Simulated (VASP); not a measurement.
# MoRu2 (P-62m) in VASP: notebook, part 2 of 2

VASP 6.6.1. Earlier steps stand in the parts before.

## (3) Single point, PBE (12.70 Å³/atom)

This run uses another cell than the first one, of 12.70 Å³/atom.

INCAR reads:

```
SYSTEM = MoRu2
PREC = Accurate ; ENCUT = 520
EDIFF = 1E-6 ; ISMEAR = 0
SIGMA = 0.1 ; LREAL = .FALSE.
LASPH = .TRUE. ; NELM = 100
ALGO = Fast ; ISIF = 2
LWAVE = .FALSE. ; LCHARG = .FALSE.
GGA = PE ; NBANDS = 51
```

KPOINTS reads:

```
Automatic mesh
0
G
  12 12 8
  0 0 0
```

POSCAR reads:

```
MoRu2
1.0
    4.5746515238      0.0000000000      0.0000000000
   -2.2873257619      3.9617644331      0.0000000000
    0.0000000000      0.0000000000      4.2040353208
Mo Ru
2 4
Direct
    0.6666666667      0.3333333333      0.0000000000
    0.3333333333      0.6666666667      0.0000000000
    0.0000000000      0.0000000000      0.0000000000
    0.0000000000      0.3313559769      0.5000000000
    0.6686440231      0.6686440231      0.5000000000
    0.3313559769      0.0000000000      0.5000000000
```

Potentials or basis: VASP PAW PBE potentials, release 64 (Mo_sv, Ru_pv).

The run is started by

```console
$ cat potpaw_PBE.64/Mo_sv/POTCAR potpaw_PBE.64/Ru_pv/POTCAR > POTCAR
$ mpirun -np 1 vasp_std > vasp.out
```

Wall time 2.8 min (1 thread of Intel Xeon 6975P-C (Granite Rapids), shared host); peak memory 0.39 GiB.

Results (log left out):

| Property | Result |
| --- | --- |
| Free energy | -57.3261 eV |
| Pressure | 49.7 GPa |
| Largest force | 0.009 eV/Å |
| Band gap on the k mesh | zero (bands 42 and 43 overlap by 1.06 eV) |

Forces in eV/Å, atoms in the order of the input:
```
Mo   0.000  0.000  0.000
Mo   0.000  0.000  0.000
Ru   0.000  0.000  0.000
Ru   0.005 -0.008  0.000
Ru   0.005  0.008  0.000
Ru  -0.009  0.000  0.000
```

Levels at points of the mesh, in eV from the Fermi level:
```csv
k point,band 39,band 40,band 41,band 42,band 43,band 44,band 45,band 46
"(0.00, 0.00, 0.00)",-1.38,-0.79,-0.79,-0.15,-0.15,1.89,1.96,2.10
"(0.50, 0.00, 0.00)",-1.10,-0.85,-0.68,-0.33,0.11,0.41,0.55,1.71
"(0.00, 0.00, 0.50)",-1.60,-1.60,-0.71,-0.71,-0.35,-0.35,1.30,1.30
"(0.50, 0.00, 0.50)",-0.97,-0.91,-0.42,0.19,0.88,1.71,1.72,2.12
```

Caveat: the cell stands under pressure.

## (4) Single point, PBE (13.13 Å³/atom)

This run uses another cell than the first one, of 13.13 Å³/atom.

INCAR reads:

```
SYSTEM = MoRu2
PREC     = Accurate       ! precision mode
ENCUT    = 520            ! plane-wave cutoff, eV
EDIFF    = 1E-6           ! SCF threshold, eV
ISMEAR   = 0              ! smearing method
SIGMA    = 0.1            ! smearing width, eV
LREAL    = .False.        ! projectors in reciprocal space
LASPH    = .True.         ! aspherical terms in the spheres
NELM     = 60             ! most SCF steps
ALGO     = Fast           ! electronic algorithm
ISIF     = 2              ! what is computed and relaxed
LWAVE    = .False.        ! write WAVECAR
LCHARG   = .False.        ! write CHGCAR
GGA      = PE             ! functional
NBANDS   = 51             ! bands
```

KPOINTS reads:

```
Automatic mesh
0
Gamma
  12 12 8
  0 0 0
```

POSCAR reads:

```
MoRu2
1.0
    4.6275791457      0.0000000000      0.0000000000
   -2.3137895728      4.0076010983      0.0000000000
    0.0000000000      0.0000000000      4.2484782572
Mo Ru
2 4
Direct
    0.6666666667      0.3333333333      0.0000000000
    0.3333333333      0.6666666667      0.0000000000
    0.0000000000      0.0000000000      0.0000000000
    0.0000000000      0.3311812850      0.5000000000
    0.6688187150      0.6688187150      0.5000000000
    0.3311812850      0.0000000000      0.5000000000
```

The run is started by

```console
$ cat potpaw_PBE.64/Mo_sv/POTCAR potpaw_PBE.64/Ru_pv/POTCAR > POTCAR
$ mpirun -np 1 vasp_std > vasp.out
```

Wall time 2.9 min (1 thread of Intel Xeon 6975P-C (Granite Rapids), shared host); peak memory 0.4 GiB.

The run converged. Its results:

```
Free energy            : -58.0038 eV
Pressure               : 34.1 GPa
Largest force          : 0.008 eV/Å
Band gap on the k mesh : zero (bands 42 and 43 overlap by 0.99 eV)
```

Forces on the atoms (eV/Å):
```
Mo   0.000  0.000  0.000
Mo   0.000  0.000  0.000
Ru   0.000  0.000  0.000
Ru   0.004 -0.007  0.000
Ru   0.004  0.007  0.000
Ru  -0.008  0.000  0.000
```

Levels at points of the mesh, in eV from the Fermi level:
| k point | band 38 | band 39 | band 40 | band 41 | band 42 | band 43 | band 44 | band 45 | band 46 | band 47 |
| --- | --- | --- | --- | --- | --- | --- | --- | --- | --- | --- |
| (0.00, 0.00, 0.00) | -1.30 | -1.30 | -0.75 | -0.75 | -0.13 | -0.13 | 1.81 | 1.86 | 2.02 | 2.02 |
| (0.50, 0.00, 0.00) | -1.22 | -1.05 | -0.82 | -0.66 | -0.30 | 0.13 | 0.39 | 0.53 | 1.62 | 1.96 |
| (0.00, 0.00, 0.50) | -2.02 | -1.55 | -1.55 | -0.65 | -0.65 | -0.32 | -0.32 | 1.24 | 1.24 | 1.79 |
| (0.50, 0.00, 0.50) | -0.99 | -0.91 | -0.86 | -0.39 | 0.19 | 0.83 | 1.62 | 1.63 | 2.02 | 2.04 |

Caveat: the cell stands under pressure.

## (5) Single point, PBE (13.56 Å³/atom)

This run uses another cell than the first one, of 13.56 Å³/atom.

INCAR reads:

```
SYSTEM = MoRu2
ALGO = Fast
EDIFF = 1E-6
ENCUT = 520
GGA = PE
ISIF = 2
ISMEAR = 0
LASPH = .TRUE.
LCHARG = .FALSE.
LREAL = .FALSE.
LWAVE = .FALSE.
NBANDS = 51
NELM = 100
PREC = Accurate
SIGMA = 0.1
```

KPOINTS reads:

```
k-points
0
G
  12 12 8
  0 0 0
```

POSCAR reads:

```
MoRu2
1.0
    4.6796231857      0.0000000000      0.0000000000
   -2.3398115928      4.0526725590      0.0000000000
    0.0000000000      0.0000000000      4.2914672602
Mo Ru
2 4
Direct
    0.6666666667      0.3333333333      0.0000000000
    0.3333333333      0.6666666667      0.0000000000
    0.0000000000      0.0000000000      0.0000000000
    0.0000000000      0.3310260722      0.5000000000
    0.6689739278      0.6689739278      0.5000000000
    0.3310260722      0.0000000000      0.5000000000
```

The run is started by

```console
$ cat potpaw_PBE.64/Mo_sv/POTCAR potpaw_PBE.64/Ru_pv/POTCAR > POTCAR
$ mpirun -np 1 vasp_std > vasp.out
```

Wall time 2.7 min (1 thread of Intel Xeon 6975P-C (Granite Rapids), shared host); peak memory 0.41 GiB.

Results (log left out):

```yaml
Free_energy: -58.4477 eV
Pressure: 20.8 GPa
Largest_force: 0.007 eV/Å
Band_gap_on_the_k_mesh: zero (bands 42 and 43 overlap by 0.92 eV)
```

Forces in eV/Å, atoms in the order of the input:
```
Mo   0.000  0.000  0.000
Mo   0.000  0.000  0.000
Ru   0.000  0.000  0.000
Ru   0.004 -0.006  0.000
Ru   0.004  0.006  0.000
Ru  -0.007  0.000  0.000
```

Levels at points of the mesh, in eV from the Fermi level:
| k point | band 38 | band 39 | band 40 | band 41 | band 42 | band 43 | band 44 | band 45 | band 46 | band 47 |
| --- | --- | --- | --- | --- | --- | --- | --- | --- | --- | --- |
| (0.00, 0.00, 0.00) | -1.24 | -1.24 | -0.72 | -0.72 | -0.12 | -0.12 | 1.73 | 1.78 | 1.94 | 1.94 |
| (0.50, 0.00, 0.00) | -1.21 | -1.00 | -0.78 | -0.65 | -0.27 | 0.14 | 0.37 | 0.50 | 1.54 | 1.85 |
| (0.00, 0.00, 0.50) | -1.95 | -1.50 | -1.50 | -0.60 | -0.60 | -0.30 | -0.30 | 1.19 | 1.19 | 1.72 |
| (0.50, 0.00, 0.50) | -0.95 | -0.87 | -0.82 | -0.37 | 0.19 | 0.79 | 1.54 | 1.55 | 1.93 | 1.93 |

Caveat: the cell stands under pressure.

## (6) Single point, PBE, collinear spin, ferromagnetic start

INCAR reads:

```
PREC     = Accurate       # precision mode
ENCUT    = 520            # plane-wave cutoff, eV
EDIFF    = 1E-7           # SCF threshold, eV
ISMEAR   = 0              # smearing method
SIGMA    = 0.1            # smearing width, eV
LREAL    = False          # projectors in reciprocal space
LASPH    = True           # aspherical terms in the spheres
NELM     = 150            # most SCF steps
ALGO     = Normal         # electronic algorithm
ISIF     = 2              # what is computed and relaxed
LWAVE    = False          # write WAVECAR
LCHARG   = False          # write CHGCAR
ISPIN    = 2              # spin polarisation
MAGMOM   = 1 1 1 1 1 1    # initial moments
LORBIT   = 11             # projections on sites
LMAXMIX  = 4              # l up to which the mixer works
GGA      = PE             # functional
NBANDS   = 55             # bands
```

KPOINTS reads:

```
Automatic mesh
0
Gamma
  6 6 4
```

POSCAR reads:

```
MoRu2
1.0
    4.7810990000      0.0000000000      0.0000000000
   -2.3905495000      4.1405532000      0.0000000000
    0.0000000000      0.0000000000      4.3736522000
Mo Ru
2 4
Direct
    0.6666667000      0.3333333000      0.0000000000
    0.3333333000      0.6666667000      0.0000000000
    0.0000000000      0.0000000000      0.0000000000
    0.0000000000      0.3308135000      0.5000000000
    0.6691865000      0.6691865000      0.5000000000
    0.3308135000      0.0000000000      0.5000000000
```

Potentials or basis: VASP PAW PBE potentials, release 64 (Mo_sv, Ru_pv).

The run is started by

```console
$ cat potpaw_PBE.64/Mo_sv/POTCAR potpaw_PBE.64/Ru_pv/POTCAR > POTCAR
$ mpirun -np 1 vasp_std > vasp.out
```

Wall time 5 min (1 thread of AMD EPYC 7R13 (Zen 3), shared host); peak memory 0.29 GiB.

The run converged. Its results:

```
Free energy                                           : -58.8529 eV
Pressure                                              : -0.1 GPa
Largest force                                         : 0.025 eV/Å
Band gap on the k mesh                                : zero (filled and empty bands overlap)
Net moment                                            : 0.00 μB per cell
Valence electrons inside the program's atomic spheres : Mo 12.49; Ru 12.67, 12.65 (each value once)
```

Forces in eV/Å, atoms in the order of the input:
```
Mo   0.000  0.000  0.000
Mo   0.000  0.000  0.000
Ru   0.000  0.000  0.000
Ru  -0.012  0.021  0.000
Ru  -0.012 -0.021  0.000
Ru   0.025  0.000  0.000
```

Stress tensor (GPa, compression positive):
```
 0.40  0.00  0.00
 0.00  0.40  0.00
 0.00  0.00 -1.23
```

Levels at points of the mesh, in eV from the Fermi level:
Spin up:
```tsv
k point	band 39	band 40	band 41	band 42	band 43	band 44	band 45	band 46
(0.00, 0.00, 0.00)	-1.14	-0.69	-0.69	-0.12	-0.12	1.57	1.62	1.76
(0.50, 0.00, 0.00)	-0.93	-0.74	-0.63	-0.25	0.14	0.32	0.44	1.37
(0.00, 0.00, 0.50)	-1.44	-1.44	-0.54	-0.54	-0.27	-0.27	1.07	1.07
(0.50, 0.00, 0.50)	-0.81	-0.78	-0.35	0.16	0.69	1.37	1.39	1.71
```
Spin down:
```csv
k point,band 39,band 40,band 41,band 42,band 43,band 44,band 45,band 46
"(0.00, 0.00, 0.00)",-1.14,-0.69,-0.69,-0.12,-0.12,1.57,1.62,1.76
"(0.50, 0.00, 0.00)",-0.93,-0.74,-0.63,-0.25,0.14,0.32,0.44,1.37
"(0.00, 0.00, 0.50)",-1.44,-1.44,-0.54,-0.54,-0.27,-0.27,1.07,1.07
"(0.50, 0.00, 0.50)",-0.81,-0.78,-0.35,0.16,0.69,1.37,1.39,1.71
```

## (7) Overview

```csv
spin,cell,k mesh,gap on the mesh (eV),pressure (GPa),largest force (eV/Å)
off,"a = 4.781, b = 4.781, c = 4.374 Å, angles 90.0, 90.0, 120.0°, 6 atoms",6 × 6 × 4,none,-0.1,0.02
off,"a = 4.575, b = 4.575, c = 4.204 Å, angles 90.0, 90.0, 120.0°, 6 atoms",12 × 12 × 8,none,49.7,0.01
off,"a = 4.628, b = 4.628, c = 4.248 Å, angles 90.0, 90.0, 120.0°, 6 atoms",12 × 12 × 8,none,34.1,0.01
off,"a = 4.680, b = 4.680, c = 4.291 Å, angles 90.0, 90.0, 120.0°, 6 atoms",12 × 12 × 8,none,20.8,0.01
"collinear, ferromagnetic start","a = 4.781, b = 4.781, c = 4.374 Å, angles 90.0, 90.0, 120.0°, 6 atoms",6 × 6 × 4,none,-0.1,0.02
```

Alike in all rows: task single point; level PBE; potentials or basis VASP PAW PBE potentials, release 64 (Mo_sv, Ru_pv); cutoff (eV) 520; smearing gaussian 0.1 eV.

Caveats: the cell stands under pressure (at least some runs).

Total energies depend on the potentials used, so only differences within one code and one set of settings carry meaning.
